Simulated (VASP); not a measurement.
# Al2Cu (P4/mmm) in VASP: notebook

Al2Cu is run at these levels: LDA; tasks: single point.

All numbers are computed with VASP 6.6.1; they aren't measurements. Logs are shortened: lines on timing, memory, paths and dates and some standing lists are left out, and cuts for length are marked.

### 1 The cell of the first run

The structure is tetragonal, space group P4/mmm (No. 123). Conventional cell: a = 4.137 Å, b = 4.137 Å, c = 2.972 Å, α = 90.00°, β = 90.00°, γ = 90.00°. Within 3.4 Å of Al (site symmetry mmm) lie 4 Cu at 2.55 Å and 6 Al at 2.93 to 2.97 Å. Cu (site symmetry 4/mmm) has 8 Al at 2.55 Å and 2 Cu at 2.97 Å within 3.4 Å.

### 2 Single point, LDA

File INCAR:

```
SYSTEM = Al2Cu
ALGO = Fast ; EDIFF = 1E-6
ENCUT = 520 ; GGA = CA
ISIF = 2 ; ISMEAR = 0
LASPH = .TRUE. ; LCHARG = .FALSE.
LREAL = .FALSE. ; LWAVE = .FALSE.
NBANDS = 16 ; NELM = 80
PREC = Accurate ; SIGMA = 0.15
```

File KPOINTS:

```
k-points
0
G
  10 10 14
  0 0 0
```

File POSCAR:

```
Al2Cu
1.0
    4.1366000000      0.0000000000      0.0000000000
    0.0000000000      4.1366000000      0.0000000000
    0.0000000000      0.0000000000      2.9719000000
Al Cu
2 1
Direct
    0.5000000000      0.0000000000      0.5000000000
    0.0000000000      0.5000000000      0.5000000000
    0.0000000000      0.0000000000      0.0000000000
```

Potentials or basis: VASP PAW LDA potentials, release 64 (Al, Cu).

The run is started by

```console
$ cat potpaw_LDA.64/Al/POTCAR potpaw_LDA.64/Cu/POTCAR > POTCAR
$ mpirun -np 1 vasp_std > vasp.out
```

OUTCAR:

```text
SYSTEM = Al2Cu
   EDIFF = 1E-6
   ENCUT = 520
   GGA = CA
   ISIF = 2
   ISMEAR = 0
   LASPH = .TRUE.
   LREAL = .FALSE.
   NELM = 80
   PREC = Accurate

 ion  position               nearest neighbor table
   1  0.500  0.000  0.500-   3 2.55   3 2.55   3 2.55   3 2.55   2 2.93   2 2.93   2 2.93   2 2.93

   2  0.000  0.500  0.500-   3 2.55   3 2.55   3 2.55   3 2.55   1 2.93   1 2.93   1 2.93   1 2.93

   3  0.000  0.000  0.000-   1 2.55   2 2.55   1 2.55   2 2.55   2 2.55   2 2.55   1 2.55   1 2.55

  LATTYP: Found a simple tetragonal cell.
 ALAT       =     4.1366000000
 C/A-ratio  =     0.7184402650

  Lattice vectors:

 A1 = (   4.1366000000,   0.0000000000,   0.0000000000)
 A2 = (   0.0000000000,   4.1366000000,   0.0000000000)
 A3 = (   0.0000000000,   0.0000000000,   2.9719000000)

Analysis of symmetry for initial positions (statically):
=====================================================================
 Subroutine PRICEL returns:
 Original cell was already a primitive cell.

 Routine SETGRP: Setting up the symmetry group for a
 simple tetragonal supercell.

 Subroutine GETGRP returns: Found 16 space group operations
 (whereof 16 operations were pure point group operations)
 out of a pool of 16 trial point group operations.

The static configuration has the point symmetry D_4h.

Analysis of symmetry for dynamics (positions and initial velocities):
=====================================================================
 Subroutine PRICEL returns:
 Original cell was already a primitive cell.

 Routine SETGRP: Setting up the symmetry group for a
 simple tetragonal supercell.

 Subroutine GETGRP returns: Found 16 space group operations
 (whereof 16 operations were pure point group operations)
 out of a pool of 16 trial point group operations.

The dynamic configuration has the point symmetry D_4h.

 Subroutine INISYM returns: Found 16 space group operations
 (whereof 16 operations are pure point group operations),
 and found     1 'primitive' translations

----------------------------------------------------------------------------------------

                                     Primitive cell

  volume of cell :      50.8535

  direct lattice vectors                    reciprocal lattice vectors
     4.136600000  0.000000000  0.000000000     0.241744428  0.000000000  0.000000000
[... 88 lines left out ...]
   EDIFF  = 0.1E-05   stopping-criterion for ELM
   LREAL  =      F    real-space projection
   EDIFFG = 0.1E-04   stopping-criterion for IOM
   NSW    =      0    number of steps for IOM
   IBRION =     -1    ionic relax: 0-MD 1-quasi-New 2-CG
   NFREE  =      0    steps in history (QN), initial steepest desc. (CG)
   ISIF   =      2    stress and relaxation
   ISYM   =      2    0-nonsym 1-usesym 2-fastsym
   POTIM  = 0.5000    time-step for ionic-motion
   TEBEG  =    0.0;   TEEND  =   0.0 temperature during run
   PSTRESS=    0.0 pullay stress
   NELECT =      17.0000    total number of electrons
   NUPDOWN=      -1.0000    fix difference up-down
   EMIN   =  10.00;   EMAX   =-10.00  energy-range for DOS
   EFERMI =   0.00;   METHOD = LEGACY
   ISMEAR =     0;   SIGMA  =   0.15  broadening in eV -4-tet -1-fermi 0-gaus
   EFERMI_NEDOS =   21; number of points for ismear=-14 and -15
   IALGO  =     68    algorithm
   IMIX   =      4    mixing-type and parameters
     AMIX     =   0.40;   BMIX     =  1.00
     AMIX_MAG =   1.60;   BMIX_MAG =  1.00
  volume/ion in A,a.u.               =      16.95       114.39
  Fermi-wavevector in a.u.,A,eV,Ry     =   1.136189  2.147087 17.564118  1.290926
  Thomas-Fermi vector in A             =   2.272894
   LORBIT       =      0    0 simple, 1 ext, 2 COOP (PROOUT), +10 PAW based schemes
   GGA     = CA    functional components
   LHFCALC =     F    Hartree Fock is set to
   AEXX    =    0.0000 exact exchange contribution
   IVDW    =     0    specifies the selected vdW correction
   LEPSILON=     F    determine dielectric tensor
   LRPA    =     F    only Hartree local field effects (RPA)
 non-spin polarized calculation
 RMM-DIIS sequential band-by-band and
 Gauss-broadening in eV      SIGMA  =   0.15
  energy-cutoff  :      520.00
  volume of cell :       50.85
 maximum number of plane-waves:      1391
 NGX is ok and might be reduce to    32
   NGX = 15   NGY = 15   NGZ = 11

 number of electron      16.9999997 magnetization

 Free energy of the ion-electron system (eV)
  ---------------------------------------------------
  ext. energy  EPLUGINS =         0.00000000
  ---------------------------------------------------
  free energy    TOTEN  =       -13.10059453 eV

  energy without entropy =      -13.08921099  energy(sigma->0) =      -13.09490276

 E-fermi :   6.4370     XC(G=0): -10.4098

 val. band max:        6.4360135486   @ k =   0.5000   0.2000   0.2857
 cond. band min:       6.4460011796   @ k =   0.5000   0.4000   0.5000
 fundamental gap:      0.0099876310
 Fermi energy:         6.4369561646

 k-point     1 :       0.0000    0.0000    0.0000
  band No.  band energies     occupation
      1      -3.7041      2.00000
      2       1.2940      2.00000
      3       1.8157      2.00000
      4       2.4117      2.00000
      5       2.5323      2.00000
      6       2.5323      2.00000
[... 433 lines left out ...]
      3       1.7848      2.00000
      4       2.3409      2.00000
      5       2.4168      2.00000
      6       2.4696      2.00000
[... 8 lines left out ...]
     15      15.9195      0.00000
     16      16.5882      0.00000

 [... further k-points ...]

------------------------ aborting loop because EDIFF is reached ----------------------------------------

  FORCE on cell =-STRESS in cart. coord.  units (eV):
  Direction    XX          YY          ZZ          XY          YZ          ZX
  --------------------------------------------------------------------------------------
  -------------------------------------------------------------------------------------
  Total       -2.1401628     -2.1401628     -2.9518922      0.0000000     -0.0000000      0.0000000
  in kB      -67.4273570    -67.4273570    -93.0014729      0.0000000     -0.0000000      0.0000000
  external PRESSURE =     -75.9520623 kB  Pullay stress =       0.0000000 kB

 VOLUME and BASIS-vectors are now :
 -----------------------------------------------------------------------------
  energy-cutoff  :      520.00
  volume of cell :       50.85
      direct lattice vectors                 reciprocal lattice vectors
     4.136600000  0.000000000  0.000000000     0.241744428  0.000000000  0.000000000
     0.000000000  4.136600000  0.000000000     0.000000000  0.241744428  0.000000000
     0.000000000  0.000000000  2.971900000     0.000000000  0.000000000  0.336485077

 POSITION                                       TOTAL-FORCE (eV/Angst)
 -----------------------------------------------------------------------------------
      2.06830      0.00000      1.48595         0.000000      0.000000      0.000000
      0.00000      2.06830      1.48595         0.000000      0.000000      0.000000
      0.00000      0.00000      0.00000         0.000000      0.000000      0.000000
 -----------------------------------------------------------------------------------
    total drift:                               -0.000000     -0.000000      0.000000

  FREE ENERGIE OF THE ION-ELECTRON SYSTEM (eV)
  ---------------------------------------------------
  free  energy   TOTEN  =       -13.1005945319 eV

  energy  without entropy=      -13.0892109928  energy(sigma->0) =      -13.09490276
```

stdout:

```text
POSCAR found type information on POSCAR AlCu
 POSCAR found :  2 types and       3 ions
 scaLAPACK will be used
 LDA part: xc-table for (Slater(with rela. corr.)+CA(PZ))
 , standard interpolation
 POSCAR, INCAR and KPOINTS ok, starting setup
 FFT: planning ... GRIDC
 FFT: planning ... GRID_SOFT
 FFT: planning ... GRID
 WAVECAR not read
 entering main loop
WARNING in EDDRMM: call to ZHEGV failed, returncode =   6  3     15
```

It took 44 s on 1 thread of Intel Xeon 6975P-C (Granite Rapids), shared host; peak memory 0.24 GiB.

Results:

| Quantity | Value |
| --- | --- |
| Free energy | -13.1006 eV |
| Pressure | -7.6 GPa |
| Band gap on the k mesh | zero (an odd number of electrons rules out a gap without spin polarisation) |

Caveat: the cell stands under tension.

### 3 Single point, LDA

This run uses another cell than the first one, of 17.12 Å³/atom.

File INCAR:

```
PREC     = Accurate       # precision mode
ENCUT    = 520            # plane-wave cutoff, eV
EDIFF    = 1E-6           # SCF threshold, eV
ISMEAR   = 0              # smearing method
SIGMA    = 0.15           # smearing width, eV
LREAL    = False          # projectors in reciprocal space
LASPH    = True           # aspherical terms in the spheres
NELM     = 100            # most SCF steps
ALGO     = Fast           # electronic algorithm
ISIF     = 2              # what is computed and relaxed
LWAVE    = False          # write WAVECAR
LCHARG   = True           # write CHGCAR
LELF     = True           # ELF
LVHAR    = True         
NBANDS   = 16             # bands
```

File KPOINTS:

```
regular mesh
0
Gamma
  10 10 14
```

File POSCAR:

```
Al2Cu
1.0
    4.3252000000      0.0000000000      0.0000000000
    0.0000000000      4.3252000000      0.0000000000
    0.0000000000      0.0000000000      2.7461000000
Al Cu
2 1
Direct
    0.5000000000      0.0000000000      0.5000000000
    0.0000000000      0.5000000000      0.5000000000
    0.0000000000      0.0000000000      0.0000000000
```

Potentials or basis: VASP PAW LDA potentials, release 64 (Al, Cu).

The run is started by

```console
$ cat potpaw_LDA.64/Al/POTCAR potpaw_LDA.64/Cu/POTCAR > POTCAR
$ mpirun -np 1 vasp_std > vasp.out
```

OUTCAR:

```text
PREC = Accurate
   ENCUT = 520
   EDIFF = 1E-6
   ISMEAR = 0
   LREAL = False
   LASPH = True
   NELM = 100
   ISIF = 2

 ion  position               nearest neighbor table
   1  0.500  0.000  0.500-   3 2.56   3 2.56   3 2.56   3 2.56   2 3.06   2 3.06   2 3.06   2 3.06

   2  0.000  0.500  0.500-   3 2.56   3 2.56   3 2.56   3 2.56   1 3.06   1 3.06   1 3.06   1 3.06

   3  0.000  0.000  0.000-   1 2.56   2 2.56   1 2.56   2 2.56   2 2.56   2 2.56   1 2.56   1 2.56

  LATTYP: Found a simple tetragonal cell.
 ALAT       =     4.3252000000
 C/A-ratio  =     0.6349070563

  Lattice vectors:

 A1 = (   4.3252000000,   0.0000000000,   0.0000000000)
 A2 = (   0.0000000000,   4.3252000000,   0.0000000000)
 A3 = (   0.0000000000,   0.0000000000,   2.7461000000)

Analysis of symmetry for initial positions (statically):
=====================================================================
 Subroutine PRICEL returns:
 Original cell was already a primitive cell.

 Routine SETGRP: Setting up the symmetry group for a
 simple tetragonal supercell.

 Subroutine GETGRP returns: Found 16 space group operations
 (whereof 16 operations were pure point group operations)
 out of a pool of 16 trial point group operations.

The static configuration has the point symmetry D_4h.

Analysis of symmetry for dynamics (positions and initial velocities):
=====================================================================
 Subroutine PRICEL returns:
 Original cell was already a primitive cell.

 Routine SETGRP: Setting up the symmetry group for a
 simple tetragonal supercell.

 Subroutine GETGRP returns: Found 16 space group operations
 (whereof 16 operations were pure point group operations)
 out of a pool of 16 trial point group operations.

The dynamic configuration has the point symmetry D_4h.

 Subroutine INISYM returns: Found 16 space group operations
 (whereof 16 operations are pure point group operations),
 and found     1 'primitive' translations

----------------------------------------------------------------------------------------

                                     Primitive cell

  volume of cell :      51.3723

  direct lattice vectors                    reciprocal lattice vectors
     4.325200000  0.000000000  0.000000000     0.231203181  0.000000000  0.000000000
     0.000000000  4.325200000  0.000000000     0.000000000  0.231203181  0.000000000
     0.000000000  0.000000000  2.746100000     0.000000000  0.000000000  0.364152799

  length of vectors
     4.325200000  4.325200000  2.746100000     0.231203181  0.231203181  0.364152799

  position of ions in fractional coordinates (direct lattice)
     0.500000000  0.000000000  0.500000000
     0.000000000  0.500000000  0.500000000
     0.000000000  0.000000000  0.000000000

  ion indices of the primitive-cell ions
   primitive index   ion index
                 1           1
                 2           2
                 3           3

----------------------------------------------------------------------------------------

 KPOINTS: regular mesh

Automatic generation of k-mesh.
 Grid dimensions read from file:
 generate k-points for:   10   10   14

 Generating k-lattice:

  Cartesian coordinates                     Fractional coordinates (reciprocal lattice)
     0.023120318  0.000000000  0.000000000     0.100000000  0.000000000  0.000000000
     0.000000000  0.023120318  0.000000000     0.000000000  0.100000000  0.000000000
     0.000000000  0.000000000  0.026010914     0.000000000  0.000000000  0.071428571

  Length of vectors
     0.023120318  0.023120318  0.026010914

  Shift w.r.t. Gamma in fractional coordinates (k-lattice)
     0.000000000  0.000000000  0.000000000

 Subroutine IBZKPT returns following result:
 ===========================================

 Found    168 irreducible k-points:

 Following reciprocal coordinates:
            Coordinates               Weight
  0.000000  0.000000  0.000000      1.000000
  0.100000  0.000000  0.000000      4.000000
  0.200000  0.000000  0.000000      4.000000
  0.300000  0.000000  0.000000      4.000000
  0.400000  0.000000  0.000000      4.000000
  0.500000  0.000000  0.000000      2.000000
[... 16 lines left out ...]
  0.100000  0.000000  0.071429      8.000000
  0.200000  0.000000  0.071429      8.000000
 [... further k-points ...]
   k-points           NKPTS =    168   k-points in BZ     NKDIM =    168   number of bands    NBANDS=     16
   number of dos      NEDOS =    301   number of ions     NIONS =      3
   total plane-waves  NPLWV =  20480
   dimension x,y,z NGX =    32 NGY =   32 NGZ =   20
   dimension x,y,z NGXF=    64 NGYF=   64 NGZF=   40
   ions per type =               2   1
   NGX,Y,Z   is equivalent  to a cutoff of  12.30, 12.30, 12.11 a.u.
   NGXF,Y,Z  is equivalent  to a cutoff of  24.60, 24.60, 24.22 a.u.
 SYSTEM =  unknown system
   PREC   = accura    normal or accurate (medium, high low for compatibility)
   ISTART =      0    job   : 0-new  1-cont  2-samecut
   ICHARG =      2    charge: 1-file 2-atom 10-const
   ISPIN  =      1    spin polarized calculation?
   LNONCOLLINEAR =      F non collinear calculations
   LSORBIT =      F    spin-orbit coupling
   LASPH  =      T    aspherical Exc in radial PAW
   ENCUT  =  520.0 eV  38.22 Ry    6.18 a.u.   8.04  8.04  5.11*2*pi/ulx,y,z
   NELM   =    100;   NELMIN=  2; NELMDL= -5     # of ELM steps
   EDIFF  = 0.1E-05   stopping-criterion for ELM
   LREAL  =      F    real-space projection
   EDIFFG = 0.1E-04   stopping-criterion for IOM
   NSW    =      0    number of steps for IOM
   IBRION =     -1    ionic relax: 0-MD 1-quasi-New 2-CG
   NFREE  =      0    steps in history (QN), initial steepest desc. (CG)
   ISIF   =      2    stress and relaxation
   ISYM   =      2    0-nonsym 1-usesym 2-fastsym
   POTIM  = 0.5000    time-step for ionic-motion
   TEBEG  =    0.0;   TEEND  =   0.0 temperature during run
   PSTRESS=    0.0 pullay stress
   NELECT =      17.0000    total number of electrons
   NUPDOWN=      -1.0000    fix difference up-down
   EMIN   =  10.00;   EMAX   =-10.00  energy-range for DOS
   EFERMI =   0.00;   METHOD = LEGACY
   ISMEAR =     0;   SIGMA  =   0.15  broadening in eV -4-tet -1-fermi 0-gaus
   EFERMI_NEDOS =   21; number of points for ismear=-14 and -15
   IALGO  =     68    algorithm
   IMIX   =      4    mixing-type and parameters
     AMIX     =   0.40;   BMIX     =  1.00
     AMIX_MAG =   1.60;   BMIX_MAG =  1.00
  volume/ion in A,a.u.               =      17.12       115.56
  Fermi-wavevector in a.u.,A,eV,Ry     =   1.132352  2.139836 17.445685  1.282222
  Thomas-Fermi vector in A             =   2.269053
   LORBIT       =      0    0 simple, 1 ext, 2 COOP (PROOUT), +10 PAW based schemes
   GGA     = CA    functional components
   LHFCALC =     F    Hartree Fock is set to
   AEXX    =    0.0000 exact exchange contribution
   IVDW    =     0    specifies the selected vdW correction
   LEPSILON=     F    determine dielectric tensor
   LRPA    =     F    only Hartree local field effects (RPA)
 non-spin polarized calculation
 RMM-DIIS sequential band-by-band and
 Gauss-broadening in eV      SIGMA  =   0.15
  energy-cutoff  :      520.00
  volume of cell :       51.37
 maximum number of plane-waves:      1416
   NGX = 17   NGY = 17   NGZ = 11

 number of electron      16.9999977 magnetization

 Free energy of the ion-electron system (eV)
  ---------------------------------------------------
  ext. energy  EPLUGINS =         0.00000000
  ---------------------------------------------------
  free energy    TOTEN  =       -13.04562101 eV

  energy without entropy =      -13.03480847  energy(sigma->0) =      -13.04021474

 E-fermi :   6.4270     XC(G=0): -10.3525

 val. band max:        6.4208555534   @ k =   0.3000   0.3000   0.2857
 cond. band min:       6.4288423808   @ k =   0.3000   0.0000   0.0000
 fundamental gap:      0.0079868274
 Fermi energy:         6.4270267733

 k-point     1 :       0.0000    0.0000    0.0000
  band No.  band energies     occupation
      1      -3.7767      2.00000
      2       0.8869      2.00000
      3       1.6013      2.00000
      4       2.2619      2.00000
      5       2.6437      2.00000
      6       2.6437      2.00000
[... 433 lines left out ...]
      3       1.5771      2.00000
      4       2.1933      2.00000
      5       2.3814      2.00000
      6       2.5347      2.00000
[... 8 lines left out ...]
     15      16.2178      0.00000
     16      17.3758      0.00000

 [... further k-points ...]

------------------------ aborting loop because EDIFF is reached ----------------------------------------

  FORCE on cell =-STRESS in cart. coord.  units (eV):
  Direction    XX          YY          ZZ          XY          YZ          ZX
  --------------------------------------------------------------------------------------
  -------------------------------------------------------------------------------------
  Total       -2.9207737     -2.9207737     -1.4013802      0.0000000     -0.0000000      0.0000000
  in kB      -91.0918980    -91.0918980    -43.7056755      0.0000000     -0.0000000      0.0000000
  external PRESSURE =     -75.2964905 kB  Pullay stress =       0.0000000 kB

 VOLUME and BASIS-vectors are now :
 -----------------------------------------------------------------------------
  energy-cutoff  :      520.00
  volume of cell :       51.37
      direct lattice vectors                 reciprocal lattice vectors
     4.325200000  0.000000000  0.000000000     0.231203181  0.000000000  0.000000000
     0.000000000  4.325200000  0.000000000     0.000000000  0.231203181  0.000000000
     0.000000000  0.000000000  2.746100000     0.000000000  0.000000000  0.364152799

 POSITION                                       TOTAL-FORCE (eV/Angst)
 -----------------------------------------------------------------------------------
      2.16260      0.00000      1.37305         0.000000      0.000000      0.000000
      0.00000      2.16260      1.37305         0.000000      0.000000      0.000000
      0.00000      0.00000      0.00000         0.000000      0.000000      0.000000
 -----------------------------------------------------------------------------------
    total drift:                               -0.000000     -0.000000      0.000000

  FREE ENERGIE OF THE ION-ELECTRON SYSTEM (eV)
  ---------------------------------------------------
  free  energy   TOTEN  =       -13.0456210078 eV

  energy  without entropy=      -13.0348084654  energy(sigma->0) =      -13.04021474
```

Wall time 39 s (1 thread of Intel Xeon 6975P-C (Granite Rapids), shared host); peak memory 0.24 GiB.

What came out:

```
Free energy            : -13.0456 eV
Pressure               : -7.5 GPa
Band gap on the k mesh : zero (an odd number of electrons rules out a gap without spin polarisation)
```

Caveat: the cell stands under tension.
